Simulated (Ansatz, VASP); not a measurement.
Two plane-wave programs on Ag3BrO

```xyz
10
Lattice="6.1507 0.0000 0.0000 -3.0754 5.3267 0.0000 0.0000 0.0000 5.6510" Properties=species:S:1:pos:R:3 pbc="T T T"
Ag    3.0754    3.4489    4.2382
Ag    1.6262    0.9389    4.2382
Ag    4.5245    0.9389    4.2382
Ag    0.0000    1.8778    1.4127
Ag    1.4491    4.3878    1.4127
Ag   -1.4491    4.3878    1.4127
Br    0.0000    3.5511    4.2382
Br    3.0754    1.7756    1.4127
O     0.0000    0.0000    0.0000
O     0.0000    0.0000    2.8255
```

Alike in both runs: functional PBE; k mesh 6 × 6 × 8; occupations gaussian, width 0.1 eV; no spin polarisation.

Ansatz relaxed the structure, and its values are those at the end. VASP's run is a single point on that final structure, the one shown.

|  | VASP | Ansatz |
| --- | --- | --- |
| version | VASP 6.6.1 | Ansatz 0.2.0 |
| potentials or method | VASP PAW PBE potentials, release 64 (Ag, Br, O), cutoff 520 eV | scalar-relativistic, plane waves, PAW |
| valence electrons in the cell | 92 | 140 |

|  | VASP | Ansatz | Ansatz less VASP |
| --- | --- | --- | --- |
| gap on the k mesh at the Fermi level (eV) | none | none | - |
| pressure (GPa) | -0.1 | 0.0 | +0.09 |

A gap of «none» marks a metal or a gap that the smearing closes. The functional is the same, so the differences come from potentials, cutoffs and numerics. VASP's potentials hold 92 valence electrons a cell and Ansatz's 140, so a difference there can come from the potentials and not from the codes.
